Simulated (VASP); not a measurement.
Here is a VASP 6.6.1 calculation.

The input INCAR:

```
SYSTEM = SrCl2
PREC = Accurate ; ENCUT = 520
EDIFF = 1E-7 ; ISMEAR = 0
SIGMA = 0.05 ; LREAL = .False.
LASPH = .True. ; NELM = 100
ALGO = Normal ; ISIF = 2
LWAVE = .False. ; LCHARG = .True.
GGA = PS ; LELF = .True.
LVHAR = .True. ; NBANDS = 19
```

File KPOINTS:

```
regular mesh
0
Gamma
  6 6 6
  0 0 0
```

Contents of POSCAR:

```
SrCl2
1.0
    0.0000000000      3.4855000000      3.4855000000
    3.4855000000      0.0000000000      3.4855000000
    3.4855000000      3.4855000000      0.0000000000
Sr Cl
1 2
Direct
    0.0155207405     -0.0265799856      0.0265799856
    0.2308190792      0.2828482135      0.2171517865
    0.7308190792      0.7828482135      0.7171517865
```

Potentials or basis: VASP PAW PBE potentials, release 64 (Sr_sv, Cl).

Run with:

```bash
$ cat potpaw_PBE.64/Sr_sv/POTCAR potpaw_PBE.64/Cl/POTCAR > POTCAR
$ mpirun -np 1 vasp_std > vasp.out
```

Q: Predict the pressure.

A: 0.5 GPa.

Q: Estimate the band gap on the k mesh.

A: 5.06 eV (least direct gap 5.34 eV).

Stress tensor (GPa, compression positive):
```
 0.81  0.00  0.00
 0.00  0.07 -0.66
 0.00 -0.66  0.74
```

Caveat: the cell differs from its parent crystal (atoms displaced along a vibrational mode); the PAW data sets were made with another functional, which shifts forces and pressure a little. A k mesh can miss the band edges.
